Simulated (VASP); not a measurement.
# C (P-1) in VASP: a series of runs

C is run at these levels: LDA; tasks: single point.

All numbers are computed with VASP 6.6.1; they aren't measurements. Logs are shortened: lines on timing, memory, paths and dates and some standing lists are left out, and cuts for length are marked.

### 1 The cell of the first run

The typed cell holds 10 atoms: a = 2.445 Å, b = 3.616 Å, c = 10.486 Å, α = 81.23°, β = 91.11°, γ = 109.74°.

### 2 Single point, LDA (the part above a cut slid along it)

File INCAR:

```
PREC = Accurate ; ENCUT = 600
EDIFF = 1E-6 ; ISMEAR = 0
SIGMA = 0.05 ; LREAL = F
LASPH = T ; NELM = 120
ALGO = Normal ; ISIF = 2
LWAVE = F ; LCHARG = F
NBANDS = 31 ; GGA_COMPAT = F
```

File KPOINTS:

```
regular mesh
0
Gamma
  11 8 3
```

File POSCAR:

```
C
1.0
   -2.1172982845     -1.2224340470      0.0115975242
    1.3916690920      0.0000000000     -3.3373019260
    5.4141839100     -8.9645163448      0.5252902566
C
10
Direct
    0.8110382526      0.1109629842      0.0666766019
    0.3443715860      0.1442963175      0.2666766019
   -0.1222950807      0.1776296508      0.4666766019
    0.4110382526      0.2109629842      0.6666766019
   -0.0556284140      0.2442963175      0.8666766019
    0.4556284140     -0.7442963175      0.9333233981
    0.3222950807      0.1223703492      0.1333233981
    0.8556284140      0.1557036825      0.3333233981
    0.3889617474      0.1890370158      0.5333233981
   -0.0777049193      0.2223703492      0.7333233981
```

Potentials or basis: VASP PAW LDA potentials, release 64 (C).

On the command line:

```bash
cat potpaw_LDA.64/C/POTCAR > POTCAR
mpirun -np 1 vasp_std > vasp.out
```

OUTCAR:

```text
PREC = Accurate
   ENCUT = 600
   EDIFF = 1E-6
   ISMEAR = 0
   LREAL = F
   LASPH = T
   NELM = 120
   ISIF = 2

 ion  position               nearest neighbor table
   1  0.811  0.111  0.067-   7 1.41   7 1.41   6 1.74   6 2.00
   2  0.344  0.144  0.267-   7 1.41   8 1.41   8 1.41
   3  0.878  0.178  0.467-   8 1.41   9 1.41   9 1.41
   4  0.411  0.211  0.667-   9 1.41  10 1.41  10 1.41
   5  0.944  0.244  0.867-  10 1.41   6 1.41   6 1.41
   6  0.456  0.256  0.933-   5 1.41   5 1.41   1 1.74   1 2.00
   7  0.322  0.122  0.133-   2 1.41   1 1.41   1 1.41
   8  0.856  0.156  0.333-   3 1.41   2 1.41   2 1.41
   9  0.389  0.189  0.533-   4 1.41   3 1.41   3 1.41
  10  0.922  0.222  0.733-   5 1.41   4 1.41   4 1.41

  LATTYP: Found a triclinic cell.
 ALAT       =     5.0042902626
 B/A-ratio  =     0.4885565193
 C/A-ratio  =     2.3145313762
 COS(alpha) =     0.0178573836
 COS(beta)  =     0.3173258934
 COS(gamma) =     0.7331153491

  Lattice vectors:

 A1 = (  -2.8429274770,  -2.4448680940,  -3.3141068776)
 A2 = (  -2.1172982845,  -1.2224340470,   0.0115975242)
 A3 = (  -4.7481440105,   7.7420822978,  -7.1882965844)

Analysis of symmetry for initial positions (statically):
=====================================================================
 Subroutine PRICEL returns:
 Original cell was already a primitive cell.

 Routine SETGRP: Setting up the symmetry group for a
 triclinic supercell.

 Subroutine GETGRP returns: Found  2 space group operations
 (whereof  1 operations were pure point group operations)
 out of a pool of  2 trial point group operations.

The static configuration has the point symmetry C_1 .
 The point group associated with its full space group is S_2 .

Analysis of symmetry for dynamics (positions and initial velocities):
=====================================================================
 Subroutine PRICEL returns:
 Original cell was already a primitive cell.

 Routine SETGRP: Setting up the symmetry group for a
 triclinic supercell.

 Subroutine GETGRP returns: Found  2 space group operations
 (whereof  1 operations were pure point group operations)
 out of a pool of  2 trial point group operations.

The dynamic configuration has the point symmetry C_1 .
 The point group associated with its full space group is S_2 .

 Subroutine INISYM returns: Found  2 space group operations
 (whereof  1 operations are pure point group operations),
 and found     1 'primitive' translations

----------------------------------------------------------------------------------------

                                     Primitive cell

  volume of cell :      86.1807

  direct lattice vectors                    reciprocal lattice vectors
    -2.117298284 -1.222434047  0.011597524    -0.347146273 -0.218144011 -0.144761472
     1.391669092  0.000000000 -3.337301926     0.006244631 -0.013634001 -0.297039214
     5.414183910 -8.964516345  0.525290257     0.047338128 -0.081804004  0.019740201

  length of vectors
     2.444878632  3.615843886 10.485793750     0.434802516  0.297417511  0.096552934

  position of ions in fractional coordinates (direct lattice)
     0.811038253  0.110962984  0.066676602
     0.344371586  0.144296318  0.266676602
     0.877704919  0.177629651  0.466676602
     0.411038253  0.210962984  0.666676602
     0.944371586  0.244296318  0.866676602
     0.455628414  0.255703682  0.933323398
     0.322295081  0.122370349  0.133323398
     0.855628414  0.155703682  0.333323398
     0.388961747  0.189037016  0.533323398
     0.922295081  0.222370349  0.733323398

  ion indices of the primitive-cell ions
   primitive index   ion index
                 1           1
                 2           2
                 3           3
                 4           4
                 5           5
                 6           6
                 7           7
                 8           8
                 9           9
                10          10

----------------------------------------------------------------------------------------

 KPOINTS: regular mesh

Automatic generation of k-mesh.
 Grid dimensions read from file:
 generate k-points for:   11    8    3

 Generating k-lattice:

  Cartesian coordinates                     Fractional coordinates (reciprocal lattice)
    -0.031558752 -0.019831274 -0.013160134     0.090909091 -0.000000000  0.000000000
     0.000780579 -0.001704250 -0.037129902    -0.000000000  0.125000000 -0.000000000
     0.015779376 -0.027268001  0.006580067     0.000000000  0.000000000  0.333333333

  Length of vectors
     0.039527501  0.037177189  0.032184311

  Shift w.r.t. Gamma in fractional coordinates (k-lattice)
     0.000000000  0.000000000  0.000000000

 Subroutine IBZKPT returns following result:
 ===========================================

 Found    133 irreducible k-points:

 Following reciprocal coordinates:
            Coordinates               Weight
  0.000000  0.000000  0.000000      1.000000
  0.090909  0.000000 -0.000000      2.000000
  0.181818  0.000000 -0.000000      2.000000
  0.272727 -0.000000 -0.000000      2.000000
  0.363636  0.000000 -0.000000      2.000000
  0.454545  0.000000 -0.000000      2.000000
[... 16 lines left out ...]
  0.454545  0.250000 -0.000000      2.000000
 -0.454545  0.250000  0.000000      2.000000
 [... further k-points ...]
   k-points           NKPTS =    133   k-points in BZ     NKDIM =    133   number of bands    NBANDS=     31
   number of dos      NEDOS =    301   number of ions     NIONS =     10
   total plane-waves  NPLWV =  50400
   dimension x,y,z NGX =    20 NGY =   30 NGZ =   84
   dimension x,y,z NGXF=    40 NGYF=   60 NGZF=  168
   ions per type =              10
   NGX,Y,Z   is equivalent  to a cutoff of  13.60, 13.79, 13.32 a.u.
   NGXF,Y,Z  is equivalent  to a cutoff of  27.20, 27.59, 26.64 a.u.
 SYSTEM =  unknown system
   PREC   = accura    normal or accurate (medium, high low for compatibility)
   ISTART =      0    job   : 0-new  1-cont  2-samecut
   ICHARG =      2    charge: 1-file 2-atom 10-const
   ISPIN  =      1    spin polarized calculation?
   LNONCOLLINEAR =      F non collinear calculations
   LSORBIT =      F    spin-orbit coupling
   LASPH  =      T    aspherical Exc in radial PAW
   ENCUT  =  600.0 eV  44.10 Ry    6.64 a.u.   4.88  7.22 20.94*2*pi/ulx,y,z
   NELM   =    120;   NELMIN=  2; NELMDL= -5     # of ELM steps
   EDIFF  = 0.1E-05   stopping-criterion for ELM
   LREAL  =      F    real-space projection
   EDIFFG = 0.1E-04   stopping-criterion for IOM
   NSW    =      0    number of steps for IOM
   IBRION =     -1    ionic relax: 0-MD 1-quasi-New 2-CG
   NFREE  =      0    steps in history (QN), initial steepest desc. (CG)
   ISIF   =      2    stress and relaxation
   ISYM   =      2    0-nonsym 1-usesym 2-fastsym
   POTIM  = 0.5000    time-step for ionic-motion
   TEBEG  =    0.0;   TEEND  =   0.0 temperature during run
   PSTRESS=    0.0 pullay stress
   NELECT =      40.0000    total number of electrons
   NUPDOWN=      -1.0000    fix difference up-down
   EMIN   =  10.00;   EMAX   =-10.00  energy-range for DOS
   EFERMI =   0.00;   METHOD = LEGACY
   ISMEAR =     0;   SIGMA  =   0.05  broadening in eV -4-tet -1-fermi 0-gaus
   EFERMI_NEDOS =   21; number of points for ismear=-14 and -15
   IALGO  =     38    algorithm
   IMIX   =      4    mixing-type and parameters
     AMIX     =   0.40;   BMIX     =  1.00
     AMIX_MAG =   1.60;   BMIX_MAG =  1.00
  volume/ion in A,a.u.               =       8.62        58.16
  Fermi-wavevector in a.u.,A,eV,Ry     =   1.267530  2.395284 21.859556  1.606632
  Thomas-Fermi vector in A             =   2.400673
   LORBIT       =      0    0 simple, 1 ext, 2 COOP (PROOUT), +10 PAW based schemes
   GGA     = CA    functional components
   LHFCALC =     F    Hartree Fock is set to
   AEXX    =    0.0000 exact exchange contribution
   IVDW    =     0    specifies the selected vdW correction
   LEPSILON=     F    determine dielectric tensor
   LRPA    =     F    only Hartree local field effects (RPA)
 non-spin polarized calculation
 Gauss-broadening in eV      SIGMA  =   0.05
  energy-cutoff  :      600.00
  volume of cell :       86.18
 maximum number of plane-waves:      2900
   NGX =  9   NGY = 15   NGZ = 41

 number of electron      40.0000000 magnetization

 Free energy of the ion-electron system (eV)
  ---------------------------------------------------
  ext. energy  EPLUGINS =         0.00000000
  ---------------------------------------------------
  free energy    TOTEN  =       -95.46933519 eV

  energy without entropy =      -95.46811993  energy(sigma->0) =      -95.46872756

 E-fermi :   4.6240     XC(G=0): -10.8781

 val. band max:        4.6229858633   @ k =   0.4545   0.0000   0.3333
 cond. band min:       4.6272546263   @ k =  -0.4545   0.1250   0.0000
 fundamental gap:      0.0042687630
 Fermi energy:         4.6239760330

 k-point     1 :       0.0000    0.0000    0.0000
  band No.  band energies     occupation
      1     -14.9197      2.00000
      2     -13.9440      2.00000
      3     -13.8616      2.00000
      4     -11.0981      2.00000
      5     -10.9556      2.00000
      6      -6.5316      2.00000
[... 23 lines left out ...]
     30      13.1503      0.00000
     31      13.4217      0.00000

 k-point     2 :       0.0909    0.0000   -0.0000
  band No.  band energies     occupation
      1     -14.7647      2.00000
      2     -13.7913      2.00000
      3     -13.7089      2.00000
      4     -10.9577      2.00000
      5     -10.8131      2.00000
      6      -6.4287      2.00000
[... 740 lines left out ...]
 k-point    24 :      -0.4545    0.2500    0.0000
  band No.  band energies     occupation
      1     -11.2828      2.00000
      2     -10.4094      2.00000
      3     -10.2946      2.00000
      4      -9.5340      2.00000
      5      -8.6256      2.00000
      6      -8.4095      2.00000
[... 23 lines left out ...]
     30      14.2398      0.00000
     31      14.5451      0.00000

 [... further k-points ...]

------------------------ aborting loop because EDIFF is reached ----------------------------------------

  FORCE on cell =-STRESS in cart. coord.  units (eV):
  Direction    XX          YY          ZZ          XY          YZ          ZX
  --------------------------------------------------------------------------------------
  -------------------------------------------------------------------------------------
  Total       10.7829567     -3.9920935     -0.2819906    -13.3784864     -0.0686661      4.7454703
  in kB      200.4650136    -74.2166643     -5.2424626   -248.7182810     -1.2765657     88.2226279
  external PRESSURE =      40.3352956 kB  Pullay stress =       0.0000000 kB

 VOLUME and BASIS-vectors are now :
 -----------------------------------------------------------------------------
  energy-cutoff  :      600.00
  volume of cell :       86.18
      direct lattice vectors                 reciprocal lattice vectors
    -2.117298284 -1.222434047  0.011597524    -0.347146273 -0.218144011 -0.144761472
     1.391669092  0.000000000 -3.337301926     0.006244631 -0.013634001 -0.297039214
     5.414183910 -8.964516345  0.525290257     0.047338128 -0.081804004  0.019740201

 POSITION                                       TOTAL-FORCE (eV/Angst)
 -----------------------------------------------------------------------------------
     -1.20179     -1.58916     -0.32589         7.033914      1.528540     -0.741450
      0.91551     -2.81160     -0.33748         0.956989     -0.243196      0.385474
      0.91551     -5.25647     -0.33748         0.114277     -0.086013     -0.049738
      3.03281     -6.47890     -0.34908         0.069108     -0.109587      0.072387
      3.03281     -8.92377     -0.34908        -0.618674      1.387068     -0.760265
      4.44434     -8.92377     -0.35781        -7.033914     -1.528540      0.741450
      0.20974     -1.58916     -0.33462         0.618674     -1.387068      0.760265
      0.20974     -4.03403     -0.33462        -0.069108      0.109587     -0.072387
      2.32704     -5.25647     -0.34621        -0.114277      0.086013      0.049738
      2.32704     -7.70133     -0.34621        -0.956989      0.243196     -0.385474
 -----------------------------------------------------------------------------------
    total drift:                                0.000001      0.000002     -0.000006

  FREE ENERGIE OF THE ION-ELECTRON SYSTEM (eV)
  ---------------------------------------------------
  free  energy   TOTEN  =       -95.4693351872 eV

  energy  without entropy=      -95.4681199309  energy(sigma->0) =      -95.46872756
```

Wall time 6.3 min (1 thread of Oxide Virtual Turin-like, shared host); peak memory 0.34 GiB.

Results:

| Item | Value |
| --- | --- |
| Free energy | -95.4693 eV |
| Pressure | 4.0 GPa |
| Largest force | 7.236 eV/Å |
| Band gap on the k mesh | zero (bands 20 and 21 overlap by 0.20 eV) |

Forces on the atoms (eV/Å):
```
C    7.034  1.529 -0.741
C    0.957 -0.243  0.385
C    0.114 -0.086 -0.050
C    0.069 -0.110  0.072
C   -0.619  1.387 -0.760
C   -7.034 -1.529  0.741
C    0.619 -1.387  0.760
C   -0.069  0.110 -0.072
C   -0.114  0.086  0.050
C   -0.957  0.243 -0.385
```

Stress tensor (GPa, compression positive):
```
 20.05 -24.87   8.82
-24.87  -7.42  -0.13
  8.82  -0.13  -0.52
```

Caveat: the cell differs from its parent crystal (the part above a cut slid along it); the stress differs along the axes, from -7 to 20 GPa; forces of over 1 eV/Å act on the atoms, so gaps and moduli don't describe the material at rest.

### 3 Single point, LDA (the part above a cut slid along it)

File INCAR:

```
SYSTEM = C
ALGO = Normal
EDIFF = 1E-6
ENCUT = 600
GGA = CA
GGA_COMPAT = .False.
ISIF = 2
ISMEAR = 0
LASPH = .True.
LCHARG = .False.
LREAL = .False.
LWAVE = .False.
NBANDS = 31
NELM = 120
PREC = Accurate
SIGMA = 0.05
```

File KPOINTS:

```
k-points
0
Gamma
  11 8 3
  0 0 0
```

File POSCAR:

```
C
1.0
   -2.1172982845     -1.2224340470      0.0115975242
    1.3916690920      0.0000000000     -3.3373019260
    4.8293560139     -9.1682553526      1.0834401649
C
10
Direct
    0.7999254856      0.1220757512      0.0666766019
    0.2999254856      0.1887424178      0.2666766019
   -0.2000745144      0.2554090845      0.4666766019
    0.2999254856      0.3220757512      0.6666766019
   -0.2000745144      0.3887424178      0.8666766019
    0.3000745143     -0.5887424178      0.9333233981
    0.3000745143      0.1445909155      0.1333233981
    0.8000745143      0.2112575822      0.3333233981
    0.3000745143      0.2779242488      0.5333233981
   -0.1999254857      0.3445909155      0.7333233981
```

Potentials or basis: VASP PAW LDA potentials, release 64 (C).

On the command line:

```bash
cat potpaw_LDA.64/C/POTCAR > POTCAR
mpirun -np 1 vasp_std > vasp.out
```

It took 9.2 min on 1 thread of Oxide Virtual Turin-like, shared host; peak memory 0.34 GiB.

The run converged. Its results:

* Free energy: -96.3385 eV
* Pressure: 0.5 GPa
* Largest force: 5.584 eV/Å
* Band gap on the k mesh: zero (bands 20 and 21 overlap by 0.10 eV)

Forces in eV/Å, atoms in the order of the input:
```
C   -4.048 -3.004 -2.403
C   -0.236 -0.598  0.695
C   -0.014 -0.028 -0.101
C    0.002 -0.016  0.068
C   -0.427  0.182 -0.860
C    4.048  3.004  2.403
C    0.427 -0.182  0.860
C   -0.002  0.016 -0.068
C    0.014  0.028  0.101
C    0.236  0.598 -0.695
```

Stress tensor (GPa, compression positive):
```
-13.85   2.83  -7.77
  2.83  18.84  -9.27
 -7.77  -9.27  -3.49
```

Levels at points of the mesh, in eV from the Fermi level:
```tsv
k point	band 17	band 18	band 19	band 20	band 21	band 22	band 23	band 24
(0.00, 0.00, 0.00)	-3.57	-3.08	-2.34	-0.80	2.50	3.02	4.50	5.47
(0.00, 0.50, 0.00)	-3.66	-3.60	-3.12	-0.35	1.81	2.98	7.02	7.63
```

Caveat: the cell differs from its parent crystal (the part above a cut slid along it); the stress differs along the axes, from -14 to 19 GPa; forces of over 1 eV/Å act on the atoms, so gaps and moduli don't describe the material at rest.

### 4 Single point, LDA (the part above a cut slid along it)

File INCAR:

```
SYSTEM = C
ALGO = Normal
EDIFF = 1E-6
ENCUT = 600
GGA = CA
GGA_COMPAT = .FALSE.
ISIF = 2
ISMEAR = 0
LASPH = .TRUE.
LCHARG = .FALSE.
LREAL = .FALSE.
LWAVE = .FALSE.
NBANDS = 31
NELM = 120
PREC = Accurate
SIGMA = 0.05
```

File KPOINTS:

```
k-points
0
G
  11 8 3
  0 0 0
```

File POSCAR:

```
C
1.0
   -2.1172982845     -1.2224340470      0.0115975242
    1.3916690920      0.0000000000     -3.3373019260
    3.7806384205     -9.3719943604      2.7540240486
C
10
Direct
    0.7888127187      0.1554140521      0.0666766019
    0.2554793853      0.3220807188      0.2666766019
   -0.2778539480      0.4887473855      0.4666766019
    0.1888127187      0.6554140521      0.6666766019
   -0.3445206147      0.8220807188      0.8666766019
    0.1445206147     -0.1220807188      0.9333233981
    0.2778539480      0.2112526145      0.1333233981
    0.7445206147      0.3779192812      0.3333233981
    0.2111872813      0.5445859479      0.5333233981
   -0.3221460520      0.7112526146      0.7333233981
```

On the command line:

```bash
cat potpaw_LDA.64/C/POTCAR > POTCAR
mpirun -np 1 vasp_std > vasp.out
```

It took 8 min on 1 thread of Oxide Virtual Turin-like, shared host; peak memory 0.34 GiB.

It converged, with:

| Property | Result |
| --- | --- |
| Free energy | -96.2004 eV |
| Pressure | -0.4 GPa |
| Largest force | 4.824 eV/Å |
| Band gap on the k mesh | zero (filled and empty bands overlap) |

Forces on the atoms (eV/Å):
```
C   -3.773 -2.958  0.533
C   -0.131 -0.746 -0.358
C    0.025 -0.142  0.042
C    0.051 -0.130 -0.042
C   -0.229 -0.174  0.139
C    3.773  2.958 -0.533
C    0.229  0.174 -0.139
C   -0.051  0.130  0.042
C   -0.025  0.142 -0.042
C    0.131  0.746  0.358
```

Stress tensor (GPa, compression positive):
```
-19.24   1.43   4.07
  1.43  20.26   4.28
  4.07   4.28  -2.36
```

Levels at points of the mesh, in eV from the Fermi level:
| k point | band 16 | band 17 | band 18 | band 19 | band 20 | band 21 | band 22 | band 23 | band 24 | band 25 |
| --- | --- | --- | --- | --- | --- | --- | --- | --- | --- | --- |
| (0.00, 0.00, 0.00) | -3.68 | -3.60 | -3.26 | -2.63 | -1.78 | 2.98 | 3.19 | 4.22 | 5.39 | 5.96 |
| (0.00, 0.50, 0.00) | -4.24 | -3.87 | -3.18 | -3.06 | -1.74 | 1.42 | 4.79 | 5.54 | 7.30 | 7.77 |

Caveat: the cell differs from its parent crystal (the part above a cut slid along it); the stress differs along the axes, from -19 to 20 GPa; forces of over 1 eV/Å act on the atoms, so gaps and moduli don't describe the material at rest.

### 5 The runs side by side

| cell | gap on the mesh (eV) | pressure (GPa) | largest force (eV/Å) |
| --- | --- | --- | --- |
| a = 2.445, b = 3.616, c = 10.486 Å, angles 81.2, 91.1, 109.7°, 10 atoms | none | 4.0 | 7.24 |
| a = 2.445, b = 3.616, c = 10.419 Å, angles 85.3, 87.8, 109.7°, 10 atoms | none | 0.5 | 5.58 |
| a = 2.445, b = 3.616, c = 10.474 Å, angles 96.0, 82.2, 109.7°, 10 atoms | none | -0.4 | 4.82 |

Alike in all rows: task single point; level LDA; potentials or basis VASP PAW LDA potentials, release 64 (C); no spin polarisation; k mesh 11 × 8 × 3; cutoff (eV) 600; smearing gaussian 0.05 eV.

Caveats: forces of over 1 eV/Å act on the atoms, so gaps and moduli don't describe the material at rest; the stress differs along the axes, from -7 to 20 GPa (at least some runs); the stress differs along the axes, from -14 to 19 GPa (at least some runs); the stress differs along the axes, from -19 to 20 GPa (at least some runs).

Total energies depend on the potentials used, so only differences within one code and one set of settings carry meaning.

The gap in the log of VASP goes by the Fermi energy; the results here count the filled bands.